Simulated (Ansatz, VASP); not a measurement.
## One calculation of MnSb, two programs

File INCAR:

```
SYSTEM = MnSb
ALGO = Normal
EDIFF = 1E-6
ENCUT = 680
GGA = PE
GGA_COMPAT = .False.
ISIF = 2
ISMEAR = -1
ISPIN = 2
LASPH = .True.
LCHARG = .False.
LMAXMIX = 4
LORBIT = 11
LREAL = .False.
LWAVE = .False.
MAGMOM = 0 0 2 2
NBANDS = 42
NELM = 200
NUPDOWN = 4.0
PREC = Accurate
SIGMA = 0.05
```

Contents of KPOINTS:

```
k-points
0
Gamma
  6 6 4
  0 0 0
```

POSCAR

```
MnSb
1.0
    4.1500000000      0.0000000000      0.0000000000
   -2.0750000000      3.5940054257      0.0000000000
    0.0000000000      0.0000000000      5.7800000000
Sb Mn
2 2
Direct
    0.6666666667      0.3333333333      0.7500000000
    0.3333333333      0.6666666667      0.2500000000
    0.0000000000      0.0000000000      0.5000000000
    0.0000000000      0.0000000000      0.0000000000
```

File input.yaml:

```yaml
crystal:
  lattice:
    - [4.15, 0.0, 0.0]
    - [-2.075, 3.5940054257, 0.0]
    - [0.0, 0.0, 5.78]
  atoms:
    - { symbol: Sb, position: [0.6666666667, 0.3333333333, 0.75] }
    - { symbol: Sb, position: [0.3333333333, 0.6666666667, 0.25] }
    - { symbol: Mn, position: [0.0, 0.0, 0.5], spin: 2.0 }
    - { symbol: Mn, position: [0.0, 0.0, 0.0], spin: 2.0 }
hamiltonian:
  xc: pbe
  pseudopotentials: { kind: paw }
magnetization:
  spin_polarized: true
  initial_magnetization: 4.0
  spin_locking: { lock_magnetization: hard }
kpoints:
  mp_grid: { grid: [6, 6, 4] }
scf:
  occupations: { method: fermi_dirac, width: 0.05 }
  lower_state_search: "off"
output:
  forces: true
  stress: true
  eigenvalues: true
```

Alike in both runs: task single point; functional PBE; k mesh 6 × 6 × 4; occupations fermi-dirac, width 0.05 eV; collinear spin; fixed moment 4 μB.

```csv
,VASP,Ansatz
version,VASP 6.6.1,Ansatz 0.2.0
potentials or method,"VASP PAW PBE potentials, release 64 (Sb_d_GW, Mn_sv)",Ansatz PAW
plane-wave cutoff (eV),680,420
valence electrons in the cell,60,60
```

|  | VASP | Ansatz | Ansatz less VASP |
| --- | --- | --- | --- |
| pressure (GPa) | -11.6 | -11.4 | +0.23 |
| traceless stress, the component that is largest in VASP (GPa) | -1.92 | -1.89 | +0.024 |
| net moment per atom (μB) | 1.00 | 1.00 | 0.000 |
| size of the moment on the site where the two differ most (μB) | 2.15 | 2.26 | +0.116 |

Site moments also hang on the region over which each program counts them.

Neither program's run includes spin-orbit coupling.
